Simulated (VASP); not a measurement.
# CdS (F-43m) in VASP: G0W0 quasiparticle levels with PBEsol

Aim: the G0W0 quasiparticle levels of CdS with PBEsol.

All numbers are computed with VASP 6.6.1; they aren't measurements. Logs are shortened: lines on timing, memory, paths and dates and some standing lists are left out, and cuts for length are marked.

### Step 1. The cell of the first run

Symmetry: F-43m, No. 216, cubic system. The conventional cell has a = 5.825 Å, b = 5.825 Å, c = 5.825 Å, α = 90.00°, β = 90.00°, γ = 90.00°. Within 3.3 Å of Cd (site symmetry -43m) lie 4 S at 2.52 Å. S (site symmetry -43m) has 4 Cd at 2.52 Å within 3.3 Å.

### Step 2. G0W0 quasiparticle levels, PBEsol

The input, POSCAR:

```
CdS
1.0
    0.0000000000      2.9125000000      2.9125000000
    2.9125000000      0.0000000000      2.9125000000
    2.9125000000      2.9125000000      0.0000000000
Cd S
1 1
Direct
    0.0000000000      0.0000000000      0.0000000000
    0.2500000000      0.2500000000      0.2500000000
```

The input, INCAR.step1:

```
SYSTEM = CdS
PREC = Accurate
ENCUT = 500
EDIFF = 1E-8
ISMEAR = 0
SIGMA = 0.01
LREAL = .FALSE.
LASPH = .TRUE.
NELM = 60
ALGO = Normal
LWAVE = .TRUE.
LCHARG = .FALSE.
GGA = PS
```

The input, INCAR.step2:

```
SYSTEM = CdS
PREC = Accurate
ENCUT = 500
EDIFF = 1E-8
ISMEAR = 0
SIGMA = 0.01
LREAL = .FALSE.
LASPH = .TRUE.
NELM = 1
ALGO = Exact
LWAVE = .TRUE.
LCHARG = .FALSE.
GGA = PS
NBANDS = 279
LOPTICS = .TRUE.
ISTART = 1
```

The input, INCAR.step3:

```
SYSTEM = CdS
PREC = Accurate
ENCUT = 500
EDIFF = 1E-8
ISMEAR = 0
SIGMA = 0.01
LREAL = .FALSE.
LASPH = .TRUE.
ALGO = EVGW0
LWAVE = .FALSE.
LCHARG = .FALSE.
GGA = PS
NELMGW = 1
NBANDS = 279
ENCUTGW = 180.0
NOMEGA = 96
PRECFOCK = Fast
ISTART = 1
NBANDSGW = 17
OMEGAMAX = 20
```

The input, KPOINTS:

```
Automatic mesh
0
G
  4 4 4
  0 0 0
```

Potentials or basis: VASP PAW PBE potentials, release 64 (Cd_GW, S_GW).

Run with:

```
$ cat potpaw_PBE.64/Cd_GW/POTCAR potpaw_PBE.64/S_GW/POTCAR > POTCAR
$ cp INCAR.step1 INCAR
$ mpirun -np 1 vasp_std > vasp.out
$ cp INCAR.step2 INCAR
$ mpirun -np 1 vasp_std > vasp.out
$ cp INCAR.step3 INCAR
$ mpirun -np 1 vasp_std > vasp.out
```

OUTCAR:

```text
SYSTEM = CdS
   PREC = Accurate
   ENCUT = 500
   EDIFF = 1E-8
   ISMEAR = 0
   LREAL = .FALSE.
   LASPH = .TRUE.
   GGA = PS
   NELMGW = 1
   ENCUTGW = 180.0
   PRECFOCK = Fast
   ISTART = 1

 ion  position               nearest neighbor table
   1  0.000  0.000  0.000-   2 2.52   2 2.52   2 2.52   2 2.52
   2  0.250  0.250  0.250-   1 2.52   1 2.52   1 2.52   1 2.52

  LATTYP: Found a face centered cubic cell.
 ALAT       =     5.8250000000

  Lattice vectors:

 A1 = (   0.0000000000,   2.9125000000,   2.9125000000)
 A2 = (   2.9125000000,   0.0000000000,   2.9125000000)
 A3 = (   2.9125000000,   2.9125000000,   0.0000000000)

Analysis of symmetry for initial positions (statically):
=====================================================================
 Subroutine PRICEL returns:
 Original cell was already a primitive cell.

 Routine SETGRP: Setting up the symmetry group for a
 face centered cubic supercell.

 Subroutine GETGRP returns: Found 24 space group operations
 (whereof 24 operations were pure point group operations)
 out of a pool of 48 trial point group operations.

The static configuration has the point symmetry T_d .

Analysis of symmetry for dynamics (positions and initial velocities):
=====================================================================
 Subroutine PRICEL returns:
 Original cell was already a primitive cell.

 Routine SETGRP: Setting up the symmetry group for a
 face centered cubic supercell.

 Subroutine GETGRP returns: Found 24 space group operations
 (whereof 24 operations were pure point group operations)
 out of a pool of 48 trial point group operations.

The dynamic configuration has the point symmetry T_d .

 Subroutine INISYM returns: Found 24 space group operations
 (whereof 24 operations are pure point group operations),
 and found     1 'primitive' translations

----------------------------------------------------------------------------------------

                                     Primitive cell

  volume of cell :      49.4115

  direct lattice vectors                    reciprocal lattice vectors
     0.000000000  2.912500000  2.912500000    -0.171673820  0.171673820  0.171673820
     2.912500000  0.000000000  2.912500000     0.171673820 -0.171673820  0.171673820
     2.912500000  2.912500000  0.000000000     0.171673820  0.171673820 -0.171673820

  length of vectors
     4.118897000  4.118897000  4.118897000     0.297347778  0.297347778  0.297347778

  position of ions in fractional coordinates (direct lattice)
     0.000000000  0.000000000  0.000000000
     0.250000000  0.250000000  0.250000000

  ion indices of the primitive-cell ions
   primitive index   ion index
                 1           1
                 2           2

----------------------------------------------------------------------------------------

 KPOINTS: Automatic mesh

Automatic generation of k-mesh.
 Grid dimensions read from file:
 generate k-points for:    4    4    4

 Generating k-lattice:

  Cartesian coordinates                     Fractional coordinates (reciprocal lattice)
    -0.042918455  0.042918455  0.042918455     0.250000000  0.000000000  0.000000000
     0.042918455 -0.042918455  0.042918455     0.000000000  0.250000000  0.000000000
     0.042918455  0.042918455 -0.042918455     0.000000000  0.000000000  0.250000000

  Length of vectors
     0.074336945  0.074336945  0.074336945

  Shift w.r.t. Gamma in fractional coordinates (k-lattice)
     0.000000000  0.000000000  0.000000000

 Subroutine IBZKPT returns following result:
 ===========================================

 Found      8 irreducible k-points:

 Following reciprocal coordinates:
            Coordinates               Weight
  0.000000  0.000000  0.000000      1.000000
  0.250000  0.000000  0.000000      8.000000
  0.500000  0.000000  0.000000      4.000000
  0.250000  0.250000  0.000000      6.000000
  0.500000  0.250000  0.000000     24.000000
 -0.250000  0.250000  0.000000     12.000000
  0.500000  0.500000  0.000000      3.000000
 -0.250000  0.500000  0.250000      6.000000
   k-points           NKPTS =      8   k-points in BZ     NKDIM =     64   number of bands    NBANDS=    279
   number of dos      NEDOS =    301   number of ions     NIONS =      2
   total plane-waves  NPLWV =  27000
   dimension x,y,z NGX =    30 NGY =   30 NGZ =   30
   dimension x,y,z NGXF=    60 NGYF=   60 NGZF=   60
   ions per type =               1   1
   NGX,Y,Z   is equivalent  to a cutoff of  12.11, 12.11, 12.11 a.u.
   NGXF,Y,Z  is equivalent  to a cutoff of  24.22, 24.22, 24.22 a.u.
 SYSTEM =  CdS
   PREC   = accura    normal or accurate (medium, high low for compatibility)
   ISTART =      1    job   : 0-new  1-cont  2-samecut
   ICHARG =      0    charge: 1-file 2-atom 10-const
   ISPIN  =      1    spin polarized calculation?
   LNONCOLLINEAR =      F non collinear calculations
   LSORBIT =      F    spin-orbit coupling
   LASPH  =      T    aspherical Exc in radial PAW
   ENCUT  =  500.0 eV  36.75 Ry    6.06 a.u.   7.51  7.51  7.51*2*pi/ulx,y,z
   NELM   =     60;   NELMIN=  2; NELMDL=  0     # of ELM steps
   EDIFF  = 0.1E-07   stopping-criterion for ELM
   LREAL  =      F    real-space projection
   EDIFFG = 0.1E-06   stopping-criterion for IOM
   NSW    =      0    number of steps for IOM
   IBRION =     -1    ionic relax: 0-MD 1-quasi-New 2-CG
   NFREE  =      0    steps in history (QN), initial steepest desc. (CG)
   ISIF   =      0    stress and relaxation
   ISYM   =      3    0-nonsym 1-usesym 2-fastsym
   POTIM  = 0.5000    time-step for ionic-motion
   TEBEG  =    0.0;   TEEND  =   0.0 temperature during run
   PSTRESS=    0.0 pullay stress
   NELECT =      18.0000    total number of electrons
   NUPDOWN=      -1.0000    fix difference up-down
   EMIN   =  10.00;   EMAX   =-10.00  energy-range for DOS
   EFERMI =   0.00;   METHOD = LEGACY
   ISMEAR =     0;   SIGMA  =   0.01  broadening in eV -4-tet -1-fermi 0-gaus
   EFERMI_NEDOS =   21; number of points for ismear=-14 and -15
   IALGO  =     38    algorithm
   IMIX   =      4    mixing-type and parameters
     AMIX     =   0.40;   BMIX     =  1.00
     AMIX_MAG =   1.60;   BMIX_MAG =  1.00
  volume/ion in A,a.u.               =      24.71       166.72
  Fermi-wavevector in a.u.,A,eV,Ry     =   1.169202  2.209472 18.599633  1.367034
  Thomas-Fermi vector in A             =   2.305679
   LORBIT       =      0    0 simple, 1 ext, 2 COOP (PROOUT), +10 PAW based schemes
   GGA     = PS    functional components
   LHFCALC =     T    Hartree Fock is set to
   PRECFOCK=fast      Normal, Fast or Accurate (Low or Medium for compatibility)
   ENCUT4O =  -1.0   cutoff for four orbital integrals eV
   NKREDX  =     1    reduce k-point grid by
   NKREDY  =     1    reduce k-point grid by
   NKREDZ  =     1    reduce k-point grid by
   AEXX    =    1.0000 exact exchange contribution
   HFSCREEN=    0.0000 screening length (either q_TF or 0.3 A-1)
   HFSCREENC=   0.0000 screening length for correlation (either q_TF or 0.3 A-1)
   ENCUTFOCK=  -1.0 apply spherical cutoff to Coloumb kernel
   IVDW    =     0    specifies the selected vdW correction
   LEPSILON=     F    determine dielectric tensor
   LRPA    =     F    only Hartree local field effects (RPA)
   LRPAFORCE           =     F    calculate RPA forces
   ENCUTGW             = 180.0    cutoff for response function in eV
   ENCUTGWSOFT         = 144.0    soft cutoff for Coulomb kernel in GW response function in eV
   ENCUTLF             =  -1.0    cutoff for local field effects
   NELMGW              =     1    number of iterations in solving QP/BSE equation
   NELMHF              =     1    number of iterations in the inner HF iteration
   NKREDLFX            =     1    NKREDLFY  =   1   NKREDLFZ  =   1
 non-spin polarized calculation
 Gauss-broadening in eV      SIGMA  =   0.01
  energy-cutoff  :      500.00
  volume of cell :       49.41
 maximum number of plane-waves:      1283
  NGX = 18; NGY = 18; NGZ = 18
   NGX = 15   NGY = 15   NGZ = 15
 maximum number of plane-waves:       290
 NGX is ok and might be reduce to    18

 QP shifts <psi_nk| G(iteration)W_0 |psi_nk>: iteration 1
 for sc-GW calculations column KS-energies equals QP-energies in previous step
 and V_xc(KS)=  KS-energies - (<T + V_ion + V_H > + <T+V_H+V_ion>^1  + <V_x>^1)

 k-point   1 :       0.0000    0.0000    0.0000
  band No.  KS-energies  QP-energies   sigma(KS)   V_xc(KS)     V^pw_x(r,r')   Z            occupation Imag(sigma)

      1      -9.7914     -10.2468     -13.7231     -12.9630     -20.8604       0.5991       2.0000       0.9909
      2      -5.1481      -6.9556     -17.7778     -15.1536     -22.8669       0.6888       2.0000       0.1673
      3      -5.1481      -6.9556     -17.7778     -15.1536     -22.8669       0.6888       2.0000       0.1673
      4      -5.1481      -6.9556     -17.7778     -15.1536     -22.8669       0.6888       2.0000       0.1673
      5      -4.6566      -6.6089     -18.2702     -15.4821     -23.2018       0.7002       2.0000       0.1110
      6      -4.6566      -6.6089     -18.2702     -15.4821     -23.2018       0.7002       2.0000       0.1110
[... 9 lines left out ...]
     16      13.9305      14.3187     -10.3165     -10.8504      -4.9567       0.7270       0.0000      -0.2550
     17      15.7062      15.7353      -7.5195      -7.5590      -2.1473       0.7363       0.0000      -0.3813

 k-point   2 :       0.2500    0.0000    0.0000
  band No.  KS-energies  QP-energies   sigma(KS)   V_xc(KS)     V^pw_x(r,r')   Z            occupation Imag(sigma)

      1      -9.5691     -10.0692     -14.0367     -13.2258     -21.0802       0.6167       2.0000       0.9818
      2      -5.0753      -6.8954     -17.8526     -15.2131     -22.9292       0.6895       2.0000       0.1637
      3      -5.0753      -6.8954     -17.8526     -15.2131     -22.9292       0.6895       2.0000       0.1637
      4      -4.9035      -6.6789     -17.5354     -14.9721     -22.5404       0.6926       2.0000       0.1781
      5      -4.6525      -6.6083     -18.2688     -15.4830     -23.2069       0.7020       2.0000       0.1129
      6      -4.6525      -6.6083     -18.2688     -15.4830     -23.2069       0.7020       2.0000       0.1129
[... 9 lines left out ...]
     16      13.6886      13.6865      -7.3954      -7.3927      -2.1658       0.7453       0.0000      -0.3093
     17      17.4219      17.6030      -8.6535      -8.8957      -2.6951       0.7479       0.0000      -0.6132

 k-point   3 :       0.5000    0.0000    0.0000
  band No.  KS-energies  QP-energies   sigma(KS)   V_xc(KS)     V^pw_x(r,r')   Z            occupation Imag(sigma)
[... 85 lines left out ...]
      1      -9.2087      -9.8006     -14.6336     -13.7236     -21.5381       0.6504       2.0000       0.9392
      2      -4.9367      -6.7819     -17.5669     -14.9161     -22.4984       0.6961       2.0000       0.1527
      3      -4.7906      -6.6745     -18.2195     -15.5132     -23.2671       0.6961       2.0000       0.1509
      4      -4.7906      -6.6745     -18.2195     -15.5132     -23.2671       0.6961       2.0000       0.1509
      5      -4.5668      -6.5373     -18.3774     -15.5773     -23.3241       0.7037       2.0000       0.1107
      6      -4.2063      -5.9933     -17.8638     -15.3020     -22.7847       0.6976       2.0000       0.1570
[... 9 lines left out ...]
     16      15.7688      16.1543     -10.5748     -11.1007      -4.7268       0.7331       0.0000      -0.4405
     17      15.7688      16.1543     -10.5748     -11.1007      -4.7268       0.7331       0.0000      -0.4405

 k-point   8 :      -0.2500    0.5000    0.2500
  band No.  KS-energies  QP-energies   sigma(KS)   V_xc(KS)     V^pw_x(r,r')   Z            occupation Imag(sigma)

      1      -9.2105      -9.7926     -14.6249     -13.7231     -21.5406       0.6455       2.0000       0.9330
      2      -4.9137      -6.7596     -17.8318     -15.1749     -22.8364       0.6948       2.0000       0.1574
      3      -4.8904      -6.7781     -18.0949     -15.3883     -23.1429       0.6974       2.0000       0.1507
      4      -4.6979      -6.6352     -18.2637     -15.4963     -23.2415       0.7001       2.0000       0.1278
      5      -4.6502      -6.5887     -18.1986     -15.4321     -23.1398       0.7007       2.0000       0.1191
      6      -4.0111      -5.8295     -18.2246     -15.6342     -23.1533       0.7020       2.0000       0.1505
[... 9 lines left out ...]
     16      15.6478      16.1019     -11.1809     -11.8050      -5.1451       0.7276       0.0000      -0.4834
     17      15.8133      16.2386     -10.2863     -10.8693      -4.2914       0.7294       0.0000      -0.4547
```

Run time: 6 min. Hardware: 1 thread of Intel Xeon 6975P-C (Granite Rapids), shared host; peak memory 0.82 GiB.

What came out:

| Property | Result |
| --- | --- |
| Quasiparticle gap | 1.91 eV |
| Least direct quasiparticle gap | 1.91 eV |
| Band gap of the starting levels on the mesh | 1.00 eV |
| Least direct gap of the starting levels on the mesh | 1.00 eV |

Caveat: the k points lie up to 0.47 Å⁻¹ apart; bands, screening cutoff and mesh are small and nothing is extrapolated, so the quasiparticle values aren't converged.
